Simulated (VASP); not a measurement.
**CsGeF3: single point with PBE**

CsGeF3:

```
CELL_PARAMETERS angstrom
4.49652 0.00000 0.00000
0.00000 4.49652 0.00000
0.00000 0.00000 4.49652
ATOMIC_POSITIONS crystal
Cs 0.00000 0.00000 0.00000
Ge 0.50000 0.50000 0.50000
F 0.50000 0.50000 0.00000
F 0.50000 0.00000 0.50000
F 0.00000 0.50000 0.50000
```

```yaml
Program: VASP 6.6.1
Task: single point
Functional: PBE
Potentials_or_basis: VASP PAW PBE potentials, release 64 (Cs_sv, Ge_d, F)
Cutoff: 520 eV
k_mesh: 3 × 3 × 3
Occupations: gaussian, width 0.01 eV
Spin: no spin polarisation
Dipole_correction: no
Further_INCAR_settings: ALGO = Normal; EDIFF = 1e-06; NBANDS = 30
```

| Item | Value |
| --- | --- |
| Pressure | 2.0 GPa |
| Band gap on the k mesh | 4.29 eV, direct |

Levels at points of the mesh, in eV from the valence-band top:
```csv
k point,band 19,band 20,band 21,band 22,band 23,band 24,band 25,band 26
"(0.00, 0.00, 0.00)",-3.03,-2.70,-2.70,-2.70,6.02,6.02,6.53,7.23
```

Run time: 20 s on 1 thread of Intel(R) Xeon(R) Platinum 8259CL CPU @ 2.50GHz (Skylake/Cascade Lake), with other jobs on the host, peak memory 0.2 GiB.

Caveat: the k points lie up to 0.47 Å⁻¹ apart; spin-orbit coupling is left out, which moves the levels of the heavy elements. A k mesh can miss the band edges.
